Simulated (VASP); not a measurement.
Runs of VASP 6.6.1 on KMgF3. The structure is that of space group Pm-3m (No. 221), or close to it. The cells are those of the table. 

```tsv
cell	gap on the mesh (eV)	pressure (GPa)
a = 4.064 Å, 5 atoms	(b)	-4.8
a = 3.932 Å, 5 atoms	8.58	2.5
a = 3.959 Å, 5 atoms	8.41	(a)
a = 4.038 Å, 5 atoms	7.94	-3.7
a = 4.012 Å, 5 atoms	8.09	(c)
a = 3.905 Å, 5 atoms	8.76	4.5
a = 3.986 Å, 5 atoms	8.25	-0.9
```

Alike in all rows: task single point; level r2SCAN; potentials or basis VASP PAW PBE potentials, release 64 (K_sv, Mg, F); no spin polarisation; k mesh 4 × 4 × 4; cutoff (eV) 520; smearing gaussian 0.01 eV.

Question: Fill in the values left out.

Answer: (a) 0.7; (b) 7.80; (c) -2.4.

Caveats: the PAW data sets were made with another functional, which shifts forces and pressure a little.

A k mesh can miss the band edges.
